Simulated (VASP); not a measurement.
Set up this calculation in VASP 6.6.1, as the native input.

```yaml
Task: single point
Functional: r2SCAN
Potentials_or_basis: VASP PAW PBE potentials, release 64 (Mo_sv, S)
Cutoff: 520 eV
k_mesh: 10 × 10 × 10
Occupations: fermi-dirac, width 0.05 eV
Spin: no spin polarisation
Dipole_correction: no
Further_INCAR_settings: ALGO = Normal; EDIFF = 1e-06; NBANDS = 20
```

Crystal: MoS2.

```
CELL_PARAMETERS angstrom
1.51076 0.87224 5.34501
-1.51076 0.87224 5.34501
0.00000 -1.74448 5.34501
ATOMIC_POSITIONS crystal
Mo 0.99990 0.99990 0.99990
S 0.43037 0.43037 0.43037
S 0.23673 0.23673 0.23673
```

The input as run:

POSCAR

```
MoS2
1.0
    1.5107598617      0.8722376128      5.3450113297
   -1.5107598617      0.8722376128      5.3450113297
    0.0000000000     -1.7444752256      5.3450113297
Mo S
1 2
Direct
   -0.0000996549     -0.0000996549     -0.0000996549
    0.4303681322      0.4303681322      0.4303681322
    0.2367315226      0.2367315226      0.2367315226
```

INCAR.step1

```
SYSTEM = MoS2
PREC = Accurate
ENCUT = 520
ISMEAR = -1
SIGMA = 0.05
LREAL = .FALSE.
LASPH = .TRUE.
NELM = 80
NBANDS = 20
GGA = PE
ALGO = Normal
EDIFF = 1E-4
LWAVE = .TRUE.
LCHARG = .FALSE.
```

INCAR.step2

```
SYSTEM = MoS2
PREC = Accurate
ENCUT = 520
EDIFF = 1E-6
ISMEAR = -1
SIGMA = 0.05
LREAL = .FALSE.
LASPH = .TRUE.
NELM = 80
ALGO = Normal
ISIF = 2
LWAVE = .FALSE.
LCHARG = .FALSE.
METAGGA = R2SCAN
LMIXTAU = .TRUE.
NBANDS = 20
ISTART = 1
```

KPOINTS

```
regular mesh
0
G
  10 10 10
  0 0 0
```

Potentials or basis: VASP PAW PBE potentials, release 64 (Mo_sv, S).

Command:

```sh
$ cat potpaw_PBE.64/Mo_sv/POTCAR potpaw_PBE.64/S/POTCAR > POTCAR
$ cp INCAR.step1 INCAR
$ mpirun -np 1 vasp_std > vasp.out
$ cp INCAR.step2 INCAR
$ mpirun -np 1 vasp_std > vasp.out
```

Results of the run:

The pressure is 30.1 GPa. The band gap on the k mesh is zero (bands 13 and 14 overlap by 0.03 eV).

Caveat: the cell stands under pressure; the PAW data sets were made with another functional, which shifts forces and pressure a little.

It took 23 min on 1 thread of Intel Xeon 8259CL (shared host), peak memory 0.34 GiB.
